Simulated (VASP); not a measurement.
A run of VASP 6.6.1 is set up as follows.

The input INCAR:

```
SYSTEM = W4CS8O
PREC     = Accurate       ! precision mode
ENCUT    = 520            ! plane-wave cutoff, eV
EDIFF    = 1E-6           ! SCF threshold, eV
ISMEAR   = 0              ! smearing method
SIGMA    = 0.05           ! smearing width, eV
LREAL    = .False.        ! projectors in reciprocal space
LASPH    = .True.         ! aspherical terms in the spheres
NELM     = 60             ! most SCF steps
ALGO     = Normal         ! electronic algorithm
ISIF     = 2              ! what is computed and relaxed
LWAVE    = .False.        ! write WAVECAR
LCHARG   = .False.        ! write CHGCAR
LDIPOL   = .True.       
IDIPOL   = 3            
DIPOL    = 0.5 0.5 0.512
GGA      = PE             ! functional
IVDW     = 12             ! dispersion correction
NBANDS   = 70             ! bands
```

File KPOINTS:

```
regular mesh
0
Gamma
  9 9 1
  0 0 0
```

Contents of POSCAR:

```
W4CS8O
1.0
    3.1542061837      0.0000000000      0.0000000000
   -1.5771030919      2.7316226839      0.0000000000
    0.0000000000      0.0000000000     41.5092614660
S W C O
8 4 1 1
Direct
    0.6666666667      0.3333333333      0.2047735783
    0.6666666667      0.3333333333      0.2806457510
    0.3333333333      0.6666666667      0.3510049089
    0.3333333333      0.6666666667      0.4268770816
    0.6666666667      0.3333333333      0.4972112696
    0.6666666667      0.3333333333      0.5730712928
    0.3333333333      0.6666666667      0.6435452846
    0.3333333333      0.6666666667      0.7194308203
    0.3333333333      0.6666666667      0.2427096646
    0.6666666667      0.3333333333      0.3889409952
    0.3333333333      0.6666666667      0.5351421199
    0.6666666667      0.3333333333      0.6814921852
    0.0000000000      0.0000000000      0.7950382404
    0.0000000000      0.0000000000      0.8223944921
```

Potentials or basis: VASP PAW PBE potentials, release 64 (S, W_sv, C, O).

The run is started by

```bash
$ cat potpaw_PBE.64/S/POTCAR potpaw_PBE.64/W_sv/POTCAR potpaw_PBE.64/C/POTCAR potpaw_PBE.64/O/POTCAR > POTCAR
$ mpirun -np 1 vasp_std > vasp.out
```

Task: Estimate the dispersion energy per atom.

Result: -0.363 eV.

Task: What does it give for the largest force?

Result: 0.935 eV/Å.

Task: Estimate the band gap on the k mesh.

Result: 0.75 eV (least direct gap 1.85 eV).

Forces in eV/Å, atoms in the order of the input:
```
S    0.000  0.000 -0.054
S    0.000  0.000  0.019
S    0.000  0.000 -0.001
S    0.000  0.000  0.002
S    0.000  0.000 -0.007
S    0.000  0.000  0.010
S    0.000  0.000 -0.010
S    0.000  0.000  0.018
W    0.000  0.000  0.030
W    0.000  0.000  0.001
W    0.000  0.000 -0.001
W    0.000  0.000 -0.006
C    0.000  0.000 -0.935
O    0.000  0.000  0.935
```

Caveat: spin-orbit coupling is left out, which moves the levels of the heavy elements.
